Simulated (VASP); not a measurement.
A run of VASP 6.6.1 is set up as follows.

File INCAR:

```
SYSTEM = GaN
PREC = Accurate
ENCUT = 520
EDIFF = 1E-6
ISMEAR = 0
SIGMA = 0.02
LREAL = .FALSE.
LASPH = .TRUE.
NELM = 80
ALGO = Normal
ISIF = 2
LWAVE = .FALSE.
LCHARG = .FALSE.
NBANDS = 26
```

The input KPOINTS:

```
Automatic mesh
0
G
  12 12 6
  0 0 0
```

Contents of POSCAR:

```
GaN
1.0
    3.1517989586      0.0000000000      0.0000000000
   -1.5758994793      2.7295379658      0.0000000000
    0.0000000000      0.0000000000      5.1384824325
Ga N
2 2
Direct
    0.6666666667      0.3333333333      0.4992976333
    0.3333333333      0.6666666667      0.9992976333
    0.6666666667      0.3333333333      0.8757023667
    0.3333333333      0.6666666667      0.3757023667
```

Potentials or basis: VASP PAW LDA potentials, release 64 (Ga_d, N).

Command:

```console
$ cat potpaw_LDA.64/Ga_d/POTCAR potpaw_LDA.64/N/POTCAR > POTCAR
$ mpirun -np 1 vasp_std > vasp.out
```

Q: What does it give for the pressure?

A: 1.1 GPa.

Q: Estimate the band gap on the k mesh.

A: 2.15 eV.
